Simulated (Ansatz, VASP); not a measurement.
**C: VASP beside Ansatz**

INCAR

```
ALGO = Normal
EDIFF = 1E-7
ENCUT = 520
GGA = PE
ISIF = 2
ISMEAR = 0
LASPH = T
LCHARG = F
LREAL = F
LWAVE = F
NBANDS = 36
NELM = 100
PREC = Accurate
SIGMA = 0.05
```

KPOINTS

```
k-points
0
Gamma
  10 10 2
```

The input POSCAR:

```
C
1.0
    1.7834000000     -1.7834000000      0.0000000000
    1.7834000000      0.0000000000     -1.7834000000
    7.4222751346      7.4222751346      7.4222751346
C
12
Direct
    0.6666666667      0.6666666667      0.2603318279
    0.0000000000      0.0000000000      0.1001473411
    0.3333333333      0.3333333333      0.4205163148
    0.6666666667      0.6666666667      0.7408852884
    1.0000000000      1.0000000000      0.5807008016
    0.3333333333      0.3333333333      0.9010697752
    0.6666666667      0.6666666667      0.3804701931
    1.0000000000      1.0000000000      0.2202857062
    0.3333333333      0.3333333333      0.5406546799
    0.6666666667      0.6666666667      0.8610236535
    0.0000000000      0.0000000000      0.7008391667
    0.3333333333      0.3333333333      0.0601012194
```

Input for Ansatz:

```yaml
crystal:
  lattice:
    - [1.7834, -1.7834, 0.0]
    - [1.7834, 0.0, -1.7834]
    - [7.4222751346, 7.4222751346, 7.4222751346]
  atoms:
    - { symbol: C, position: [0.6666666667, 0.6666666667, 0.2603318279] }
    - { symbol: C, position: [0.0, 0.0, 0.1001473411] }
    - { symbol: C, position: [0.3333333333, 0.3333333333, 0.4205163148] }
    - { symbol: C, position: [0.6666666667, 0.6666666667, 0.7408852884] }
    - { symbol: C, position: [1.0, 1.0, 0.5807008016] }
    - { symbol: C, position: [0.3333333333, 0.3333333333, 0.9010697752] }
    - { symbol: C, position: [0.6666666667, 0.6666666667, 0.3804701931] }
    - { symbol: C, position: [1.0, 1.0, 0.2202857062] }
    - { symbol: C, position: [0.3333333333, 0.3333333333, 0.5406546799] }
    - { symbol: C, position: [0.6666666667, 0.6666666667, 0.8610236535] }
    - { symbol: C, position: [0.0, 0.0, 0.7008391667] }
    - { symbol: C, position: [0.3333333333, 0.3333333333, 0.0601012194] }
basis:
  ecutwfc: 420
kpoints:
  mp_grid: { grid: [10, 10, 2] }
hamiltonian:
  xc: pbe
scf:
  occupations: { method: gaussian, width: 0.05 }
output:
  forces: true
  stress: true
  eigenvalues: true
```

Alike in both runs: task single point; functional PBE; k mesh 10 × 10 × 2; occupations gaussian, width 0.05 eV; no spin polarisation.

|  | VASP | Ansatz |
| --- | --- | --- |
| version | VASP 6.6.1 | Ansatz 0.2.0 |
| potentials or method | VASP PAW PBE potentials, release 64 (C), cutoff 520 eV | scalar-relativistic, plane waves, PAW |
| valence electrons in the cell | 48 | 48 |

|  | VASP | Ansatz | Ansatz less VASP |
| --- | --- | --- | --- |
| gap on the k mesh at the Fermi level (eV) | 3.00 | 3.00 | 0.000 |
| least direct gap on the mesh (eV) | 3.49 | 3.49 | +0.002 |
| pressure (GPa) | -5.1 | -5.8 | -0.64 |
| traceless stress, the component that is largest in VASP (GPa) | -6.12 | -6.10 | +0.022 |
| rms of the force components (eV/Å) | 0.638 | 0.634 | -0.0037 |

Atom by atom the forces differ by 0.006 eV/Å (rms over components). The functional is the same, so the differences come from potentials, cutoffs and numerics.
